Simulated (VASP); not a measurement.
# Pb (P6_3/mmc) in VASP: a series of runs

Runs on Pb. Level: PBEsol. Tasks: single point.

Everything below comes from runs of VASP 6.6.1. Logs are shortened: lines on timing, memory, paths and dates and some standing lists are left out, and cuts for length are marked.

## (1) The cell of the first run

Symmetry: P6_3/mmc, No. 194, hexagonal system. Conventional cell: a = 3.202 Å, b = 3.202 Å, c = 5.143 Å, α = 90.00°, β = 90.00°, γ = 120.00°. Pb (site symmetry -6m2) has 12 Pb at 3.17 to 3.20 Å within 4.2 Å.

## (2) Single point, PBEsol (strain -0.080 along x and y, -0.080 along z)

File INCAR:

```
SYSTEM = Pb
  PREC = Accurate
  ENCUT = 520
  EDIFF = 1E-7
  ISMEAR = 0
  SIGMA = 0.15
  LREAL = .False.
  LASPH = .True.
  NELM = 60
  ALGO = Fast
  ISIF = 2
  LWAVE = .False.
  LCHARG = .False.
  GGA = PS
  NBANDS = 21
```

File KPOINTS:

```
regular mesh
0
Gamma
  18 18 10
  0 0 0
```

File POSCAR:

```
Pb
1.0
    3.2016006353      0.0000000000      0.0000000000
   -1.6008003177      2.7726674830      0.0000000000
    0.0000000000      0.0000000000      5.1428000000
Pb
2
Direct
    0.3333333333      0.6666666667      0.2500000000
    0.6666666667      0.3333333333      0.7500000000
```

Potentials or basis: VASP PAW PBE potentials, release 64 (Pb_d).

On the command line:

```sh
> cat potpaw_PBE.64/Pb_d/POTCAR > POTCAR
> mpirun -np 1 vasp_std > vasp.out
```

OUTCAR:

```text
SYSTEM = Pb
   PREC = Accurate
   ENCUT = 520
   EDIFF = 1E-7
   ISMEAR = 0
   LREAL = .False.
   LASPH = .True.
   NELM = 60
   ISIF = 2
   GGA = PS

 ion  position               nearest neighbor table
   1  0.333  0.667  0.250-   2 3.17   2 3.17   2 3.17   2 3.17   2 3.17   2 3.17
   2  0.667  0.333  0.750-   1 3.17   1 3.17   1 3.17   1 3.17   1 3.17   1 3.17

  LATTYP: Found a hexagonal cell.
 ALAT       =     3.2016006353
 C/A-ratio  =     1.6063215203

  Lattice vectors:

 A1 = (   3.2016006353,   0.0000000000,   0.0000000000)
 A2 = (  -1.6008003177,   2.7726674830,   0.0000000000)
 A3 = (   0.0000000000,   0.0000000000,   5.1428000000)

Analysis of symmetry for initial positions (statically):
=====================================================================
 Subroutine PRICEL returns:
 Original cell was already a primitive cell.

 Routine SETGRP: Setting up the symmetry group for a
 hexagonal supercell.

 Subroutine GETGRP returns: Found 24 space group operations
 (whereof 12 operations were pure point group operations)
 out of a pool of 24 trial point group operations.

The static configuration has the point symmetry D_3d.
 The point group associated with its full space group is D_6h.

Analysis of symmetry for dynamics (positions and initial velocities):
=====================================================================
 Subroutine PRICEL returns:
 Original cell was already a primitive cell.

 Routine SETGRP: Setting up the symmetry group for a
 hexagonal supercell.

 Subroutine GETGRP returns: Found 24 space group operations
 (whereof 12 operations were pure point group operations)
 out of a pool of 24 trial point group operations.

The dynamic configuration has the point symmetry D_3d.
 The point group associated with its full space group is D_6h.

 Subroutine INISYM returns: Found 24 space group operations
 (whereof 12 operations are pure point group operations),
 and found     1 'primitive' translations

----------------------------------------------------------------------------------------

                                     Primitive cell

  volume of cell :      45.6525

  direct lattice vectors                    reciprocal lattice vectors
     3.201600635  0.000000000  0.000000000     0.312343766  0.180331757  0.000000000
    -1.600800318  2.772667483  0.000000000     0.000000000  0.360663515  0.000000000
     0.000000000  0.000000000  5.142800000     0.000000000  0.000000000  0.194446605

  length of vectors
     3.201600635  3.201600635  5.142800000     0.360663515  0.360663515  0.194446605

  position of ions in fractional coordinates (direct lattice)
     0.333333333  0.666666667  0.250000000
     0.666666667  0.333333333  0.750000000

  ion indices of the primitive-cell ions
   primitive index   ion index
                 1           1
                 2           2

----------------------------------------------------------------------------------------

 KPOINTS: regular mesh

Automatic generation of k-mesh.
 Grid dimensions read from file:
 generate k-points for:   18   18   10

 Generating k-lattice:

  Cartesian coordinates                     Fractional coordinates (reciprocal lattice)
     0.017352431  0.010018431  0.000000000     0.055555556  0.000000000  0.000000000
     0.000000000  0.020036862  0.000000000     0.000000000  0.055555556  0.000000000
     0.000000000  0.000000000  0.019444660     0.000000000  0.000000000  0.100000000

  Length of vectors
     0.020036862  0.020036862  0.019444660

  Shift w.r.t. Gamma in fractional coordinates (k-lattice)
     0.000000000  0.000000000  0.000000000

 Subroutine IBZKPT returns following result:
 ===========================================

 Found    222 irreducible k-points:

 Following reciprocal coordinates:
            Coordinates               Weight
  0.000000  0.000000  0.000000      1.000000
  0.055556  0.000000  0.000000      6.000000
  0.111111  0.000000  0.000000      6.000000
  0.166667 -0.000000  0.000000      6.000000
  0.222222 -0.000000  0.000000      6.000000
  0.277778  0.000000  0.000000      6.000000
[... 16 lines left out ...]
  0.333333  0.111111  0.000000     12.000000
  0.388889  0.111111  0.000000     12.000000
 [... further k-points ...]
   k-points           NKPTS =    222   k-points in BZ     NKDIM =    222   number of bands    NBANDS=     21
   number of dos      NEDOS =    301   number of ions     NIONS =      2
   total plane-waves  NPLWV =  23040
   dimension x,y,z NGX =    24 NGY =   24 NGZ =   40
   dimension x,y,z NGXF=    48 NGYF=   48 NGZF=   80
   ions per type =               2
   NGX,Y,Z   is equivalent  to a cutoff of  12.46, 12.46, 12.93 a.u.
   NGXF,Y,Z  is equivalent  to a cutoff of  24.92, 24.92, 25.86 a.u.
 SYSTEM =  Pb
   PREC   = accura    normal or accurate (medium, high low for compatibility)
   ISTART =      0    job   : 0-new  1-cont  2-samecut
   ICHARG =      2    charge: 1-file 2-atom 10-const
   ISPIN  =      1    spin polarized calculation?
   LNONCOLLINEAR =      F non collinear calculations
   LSORBIT =      F    spin-orbit coupling
   LASPH  =      T    aspherical Exc in radial PAW
   ENCUT  =  520.0 eV  38.22 Ry    6.18 a.u.   5.95  5.95  9.56*2*pi/ulx,y,z
   NELM   =     60;   NELMIN=  2; NELMDL= -5     # of ELM steps
   EDIFF  = 0.1E-06   stopping-criterion for ELM
   LREAL  =      F    real-space projection
   EDIFFG = 0.1E-05   stopping-criterion for IOM
   NSW    =      0    number of steps for IOM
   IBRION =     -1    ionic relax: 0-MD 1-quasi-New 2-CG
   NFREE  =      0    steps in history (QN), initial steepest desc. (CG)
   ISIF   =      2    stress and relaxation
   ISYM   =      2    0-nonsym 1-usesym 2-fastsym
   POTIM  = 0.5000    time-step for ionic-motion
   TEBEG  =    0.0;   TEEND  =   0.0 temperature during run
   PSTRESS=    0.0 pullay stress
   NELECT =      28.0000    total number of electrons
   NUPDOWN=      -1.0000    fix difference up-down
   EMIN   =  10.00;   EMAX   =-10.00  energy-range for DOS
   EFERMI =   0.00;   METHOD = LEGACY
   ISMEAR =     0;   SIGMA  =   0.15  broadening in eV -4-tet -1-fermi 0-gaus
   EFERMI_NEDOS =   21; number of points for ismear=-14 and -15
   IALGO  =     68    algorithm
   IMIX   =      4    mixing-type and parameters
     AMIX     =   0.40;   BMIX     =  1.00
     AMIX_MAG =   1.60;   BMIX_MAG =  1.00
  volume/ion in A,a.u.               =      22.83       154.04
  Fermi-wavevector in a.u.,A,eV,Ry     =   1.390932  2.628481 26.323090  1.934693
  Thomas-Fermi vector in A             =   2.514820
   LORBIT       =      0    0 simple, 1 ext, 2 COOP (PROOUT), +10 PAW based schemes
   GGA     = PS    functional components
   LHFCALC =     F    Hartree Fock is set to
   AEXX    =    0.0000 exact exchange contribution
   IVDW    =     0    specifies the selected vdW correction
   LEPSILON=     F    determine dielectric tensor
   LRPA    =     F    only Hartree local field effects (RPA)
 non-spin polarized calculation
 RMM-DIIS sequential band-by-band and
 Gauss-broadening in eV      SIGMA  =   0.15
  energy-cutoff  :      520.00
  volume of cell :       45.65
 maximum number of plane-waves:      1254
 NGX is ok and might be reduce to    24
   NGX = 11   NGY = 11   NGZ = 19

 number of electron      27.9999994 magnetization

 Free energy of the ion-electron system (eV)
  ---------------------------------------------------
  ext. energy  EPLUGINS =         0.00000000
  ---------------------------------------------------
  free energy    TOTEN  =        -7.13904474 eV

  energy without entropy =       -7.12925043  energy(sigma->0) =       -7.13414758

 E-fermi :  10.7765     XC(G=0): -11.7866

 val. band max:       10.7691444347   @ k =   0.3889   0.2222   0.4000
 cond. band min:      10.7816324263   @ k =   0.1111   0.0556   0.4000
 fundamental gap:      0.0124879917
 Fermi energy:        10.7765368424

 k-point     1 :       0.0000    0.0000    0.0000
  band No.  band energies     occupation
      1      -6.7982      2.00000
      2      -6.5993      2.00000
      3      -6.5668      2.00000
      4      -6.5668      2.00000
      5      -6.5089      2.00000
      6      -6.5089      2.00000
[... 13 lines left out ...]
     20      20.9973      0.00000
     21      23.2285      0.00000

 k-point     2 :       0.0556    0.0000    0.0000
  band No.  band energies     occupation
      1      -6.7876      2.00000
      2      -6.6145      2.00000
      3      -6.5510      2.00000
      4      -6.5474      2.00000
      5      -6.5088      2.00000
      6      -6.4940      2.00000
[... 13 lines left out ...]
     20      21.2207      0.00000
     21      22.7399      0.00000

 k-point     3 :       0.1111    0.0000    0.0000
  band No.  band energies     occupation
      1      -6.7672      2.00000
      2      -6.6329      2.00000
      3      -6.5222      2.00000
      4      -6.5055      2.00000
      5      -6.4951      2.00000
      6      -6.4626      2.00000
[... 13 lines left out ...]
     20      21.7705      0.00000
     21      21.8919      0.00000

 k-point     4 :       0.1667   -0.0000    0.0000
  band No.  band energies     occupation
      1      -6.7724      2.00000
      2      -6.6228      2.00000
      3      -6.5256      2.00000
      4      -6.5049      2.00000
      5      -6.4831      2.00000
      6      -6.4372      2.00000
[... 13 lines left out ...]
     20      21.9843      0.00000
     21      22.2842      0.00000

 k-point     5 :       0.2222   -0.0000    0.0000
  band No.  band energies     occupation
      1      -6.8111      2.00000
      2      -6.6034      2.00000
      3      -6.5615      2.00000
      4      -6.5158      2.00000
      5      -6.5146      2.00000
      6      -6.3608      2.00000
[... 13 lines left out ...]
     20      21.2795      0.00000
     21      22.6388      0.00000
[... 382 lines left out ...]
     20      20.2095      0.00000
     21      23.6403      0.00000

 k-point    22 :       0.2778    0.1111    0.0000
  band No.  band energies     occupation
      1      -6.8438      2.00000
      2      -6.7116      2.00000
      3      -6.6225      2.00000
      4      -6.5764      2.00000
      5      -6.4284      2.00000
      6      -6.3069      2.00000
[... 13 lines left out ...]
     20      19.9724      0.00000
     21      24.1967      0.00000

 k-point    23 :       0.3333    0.1111    0.0000
  band No.  band energies     occupation
      1      -6.8803      2.00000
      2      -6.7650      2.00000
      3      -6.6258      2.00000
      4      -6.5897      2.00000
      5      -6.3870      2.00000
      6      -6.3412      2.00000
[... 13 lines left out ...]
     20      19.7921      0.00000
     21      24.7869      0.00000

 k-point    24 :       0.3889    0.1111    0.0000
  band No.  band energies     occupation
      1      -6.9039      2.00000
      2      -6.7999      2.00000
      3      -6.6326      2.00000
      4      -6.5972      2.00000
      5      -6.3636      2.00000
      6      -6.3554      2.00000
[... 13 lines left out ...]
     20      19.6816      0.00000
     21      24.9909      0.00000

 [... further k-points ...]
[... 5 lines left out ...]
  --------------------------------------------------------------------------------------
  -------------------------------------------------------------------------------------
  Total        6.7789910      6.7789910      7.4066676     -0.0000000      0.0000000      0.0000000
  in kB      237.9091033    237.9091033    259.9374491     -0.0000000      0.0000000      0.0000000
  external PRESSURE =     245.2518852 kB  Pullay stress =       0.0000000 kB

 VOLUME and BASIS-vectors are now :
 -----------------------------------------------------------------------------
  energy-cutoff  :      520.00
  volume of cell :       45.65
      direct lattice vectors                 reciprocal lattice vectors
     3.201600635  0.000000000  0.000000000     0.312343766  0.180331757  0.000000000
    -1.600800318  2.772667483  0.000000000     0.000000000  0.360663515  0.000000000
     0.000000000  0.000000000  5.142800000     0.000000000  0.000000000  0.194446605

 POSITION                                       TOTAL-FORCE (eV/Angst)
 -----------------------------------------------------------------------------------
     -0.00000      1.84844      1.28570         0.000000      0.000000      0.000000
      1.60080      0.92422      3.85710        -0.000000      0.000000      0.000000
 -----------------------------------------------------------------------------------
    total drift:                                0.000000     -0.000000      0.000000

  FREE ENERGIE OF THE ION-ELECTRON SYSTEM (eV)
  ---------------------------------------------------
  free  energy   TOTEN  =        -7.1390447376 eV

  energy  without entropy=       -7.1292504317  energy(sigma->0) =       -7.13414758
```

Wall time 78 s (1 thread of Intel Xeon 6975P-C (Granite Rapids), shared host); peak memory 0.28 GiB.

Results:

| Item | Value |
| --- | --- |
| Free energy | -7.1390 eV |
| Pressure | 24.5 GPa |
| Band gap on the k mesh | zero (band 14 reaches 18.03 eV, above the bottom of band 15 at 7.99 eV) |

Stress tensor (GPa, compression positive):
```
23.79  0.00  0.00
 0.00 23.79  0.00
 0.00  0.00 25.99
```

Levels at points of the mesh, in eV from the Fermi level:
| k point | band 10 | band 11 | band 12 | band 13 | band 14 | band 15 | band 16 | band 17 | band 18 | band 19 |
| --- | --- | --- | --- | --- | --- | --- | --- | --- | --- | --- |
| (0.00, 0.00, 0.00) | -16.81 | -14.09 | -8.24 | -5.79 | 7.05 | 7.05 | 9.25 | 9.56 | 9.56 | 10.00 |
| (0.50, 0.00, 0.00) | -16.75 | -9.00 | -7.70 | -3.03 | -1.82 | -0.90 | 1.97 | 2.13 | 7.07 | 7.26 |
| (0.00, 0.00, 0.50) | -16.94 | -12.42 | -12.42 | 1.55 | 1.55 | 8.21 | 8.21 | 8.21 | 8.21 | 9.40 |
| (0.50, 0.00, 0.50) | -16.77 | -7.68 | -7.68 | -5.10 | -5.10 | 4.11 | 4.11 | 4.83 | 4.83 | 7.63 |

Caveat: the cell differs from its parent crystal (strain -0.080 along x and y, -0.080 along z); the PAW data sets were made with another functional, which shifts forces and pressure a little; spin-orbit coupling is left out, which moves the levels of the heavy elements.

## (3) Single point, PBEsol (strain -0.080 along x and y, -0.040 along z)

File INCAR:

```
  ALGO = Fast
  EDIFF = 1E-6
  ENCUT = 520
  GGA = PS
  ISIF = 2
  ISMEAR = 0
  LASPH = True
  LCHARG = True
  LELF = True
  LREAL = False
  LVHAR = True
  LWAVE = False
  NBANDS = 21
  NELM = 80
  PREC = Accurate
  SIGMA = 0.15
```

File KPOINTS:

```
k-points
0
Gamma
  18 18 10
```

Changes to POSCAR since step 2:

```diff
@@ -4,3 +4,3 @@
    -1.6008003177      2.7726674830      0.0000000000
-    0.0000000000      0.0000000000      5.1428000000
+    0.0000000000      0.0000000000      5.3664000000
 Pb
```

Potentials or basis: VASP PAW PBE potentials, release 64 (Pb_d).

On the command line:

```sh
> cat potpaw_PBE.64/Pb_d/POTCAR > POTCAR
> mpirun -np 1 vasp_std > vasp.out
```

Wall time 73 s (1 thread of Intel Xeon 6975P-C (Granite Rapids), shared host); peak memory 0.28 GiB.

It converged, with:

```
Free energy            : -7.4145 eV
Pressure               : 18.6 GPa
Band gap on the k mesh : zero (band 14 reaches 17.60 eV, above the bottom of band 15 at 7.54 eV)
```

Stress tensor (GPa, compression positive):
```
19.00  0.00  0.00
 0.00 19.00  0.00
 0.00  0.00 17.88
```

Levels at points of the mesh, in eV from the Fermi level:
```tsv
k point	band 12	band 13	band 14	band 15	band 16	band 17
(0.00, 0.00, 0.00)	-8.69	-5.64	7.40	7.40	8.74	9.52
(0.50, 0.00, 0.00)	-7.43	-3.31	-2.12	-0.83	1.85	2.52
(0.00, 0.00, 0.50)	-12.18	0.77	0.77	8.43	8.43	8.43
(0.50, 0.00, 0.50)	-7.54	-4.87	-4.87	4.25	4.25	4.25
```

Caveat: the cell differs from its parent crystal (strain -0.080 along x and y, -0.040 along z); the PAW data sets were made with another functional, which shifts forces and pressure a little; spin-orbit coupling is left out, which moves the levels of the heavy elements.

(Continued in part 2 of 2.)
